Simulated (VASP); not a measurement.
# MgO: single point with PBE

Crystal: MgO.

```
Mg O
1.0
     3.23790    0.00000    0.00000
    -1.61895    2.80410    0.00000
     0.00000    0.00000    4.98500
Mg O
2 2
Direct
  0.33333 0.66667 0.00632
  0.66667 0.33333 0.50632
  0.33333 0.66667 0.39828
  0.66667 0.33333 0.89828
```

* Program: VASP 6.6.1
* Task: single point
* Functional: PBE
* Potentials or basis: VASP PAW PBE potentials, release 64 (Mg, O)
* Cutoff: 520 eV
* k mesh: 9 × 9 × 6
* Occupations: gaussian, width 0.05 eV
* Spin: no spin polarisation
* Dipole correction: no
* Further INCAR settings: ALGO = Normal; EDIFF = 1e-06; NBANDS = 16

```
Pressure               : 9.5 GPa
Largest force          : 0.094 eV/Å
Band gap on the k mesh : 3.80 eV, direct
```

Forces in eV/Å, atoms in the order of the input:
```
Mg   0.000  0.000 -0.094
Mg   0.000  0.000 -0.094
O    0.000  0.000  0.094
O    0.000  0.000  0.094
```

Stress tensor (GPa, compression positive):
```
9.56 0.00 0.00
0.00 9.56 0.00
0.00 0.00 9.25
```

Levels at points of the mesh, in eV from the valence-band top:
| k point | band 4 | band 5 | band 6 | band 7 | band 8 | band 9 | band 10 | band 11 | band 12 | band 13 |
| --- | --- | --- | --- | --- | --- | --- | --- | --- | --- | --- |
| (0.00, 0.00, 0.00) | -0.65 | -0.65 | -0.34 | -0.34 | 0.00 | 3.80 | 8.89 | 10.63 | 14.67 | 14.67 |
| (0.00, 0.00, 0.50) | -2.04 | -0.50 | -0.50 | -0.50 | -0.50 | 6.30 | 6.30 | 13.54 | 13.54 | 15.20 |

Run time: 26 s on 1 thread of Intel(R) Xeon(R) Platinum 8488C (Sapphire Rapids), with other jobs on the host, peak memory 0.17 GiB.

A k mesh can miss the band edges. Expect the measured gap to be larger: semilocal functionals such as PBE lack the derivative discontinuity.
